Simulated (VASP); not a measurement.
Wanted: the native input for a VASP 6.6.1 run.

```
Task                               : single point
Functional                         : HSE06
Potentials or basis                : VASP PAW PBE potentials, release 64 (Rb_sv, Br)
Cutoff                             : 520 eV
k mesh                             : 4 × 4 × 4
Occupations                        : gaussian, width 0.01 eV
Spin                               : no spin polarisation
Dipole correction                  : no
Grid for exact exchange (PRECFOCK) : Normal
Further INCAR settings             : ALGO = Normal; EDIFF = 1e-07; NBANDS = 15
Share of exact exchange            : 0.25
Screening parameter                : 0.2079 1/Å
```

Crystal: RbBr.

```
CELL_PARAMETERS angstrom
0.00000 3.86950 3.86950
3.95695 0.00000 3.86950
3.95695 3.86950 0.00000
ATOMIC_POSITIONS crystal
Rb 0.00000 0.00000 0.00000
Br 0.25000 0.25000 0.25000
```

This cell differs from its parent crystal: uniaxial x strain +2.3%.

These files were run (other wordings do the same):

POSCAR

```
RbBr
1.0
    0.0000000000      3.8694968646      3.8694968646
    3.9569474938      0.0000000000      3.8694968646
    3.9569474938      3.8694968646      0.0000000000
Rb Br
1 1
Direct
    0.0000000000      0.0000000000      0.0000000000
    0.2500000000      0.2500000000      0.2500000000
```

INCAR.step1

```
SYSTEM = RbBr
  PREC = Accurate
  ENCUT = 520
  EDIFF = 1E-5
  ISMEAR = 0
  SIGMA = 0.01
  LREAL = .False.
  LASPH = .True.
  NELM = 60
  ALGO = Normal
  ISIF = 2
  LWAVE = .True.
  LCHARG = .False.
  NBANDS = 15
  GGA = PE
```

INCAR.step2

```
SYSTEM = RbBr
  PREC = Accurate
  ENCUT = 520
  EDIFF = 1E-7
  ISMEAR = 0
  SIGMA = 0.01
  LREAL = .False.
  LASPH = .True.
  NELM = 60
  ALGO = Normal
  ISIF = 2
  LWAVE = .False.
  LCHARG = .False.
  GGA = PE
  LHFCALC = .True.
  HFSCREEN = 0.2079
  PRECFOCK = Normal
  NBANDS = 15
  ISTART = 1
```

KPOINTS

```
regular mesh
0
Gamma
  4 4 4
  0 0 0
```

Potentials or basis: VASP PAW PBE potentials, release 64 (Rb_sv, Br).

The run is started by

```sh
$ cat potpaw_PBE.64/Rb_sv/POTCAR potpaw_PBE.64/Br/POTCAR > POTCAR
$ cp INCAR.step1 INCAR
$ mpirun -np 1 vasp_std > vasp.out
$ cp INCAR.step2 INCAR
$ mpirun -np 1 vasp_std > vasp.out
```

It gave:

| Item | Value |
| --- | --- |
| Pressure | -0.1 GPa |
| Band gap on the k mesh | 5.13 eV (least direct gap 5.22 eV) |

Caveat: the cell differs from its parent crystal (uniaxial x strain +2.3%); the PAW data sets were made with another functional, which shifts forces and pressure a little.

Run time: 23 min on 1 thread of Intel(R) Xeon(R) Platinum 8259CL CPU @ 2.50GHz (Skylake/Cascade Lake), with other jobs on the host, peak memory 0.38 GiB.
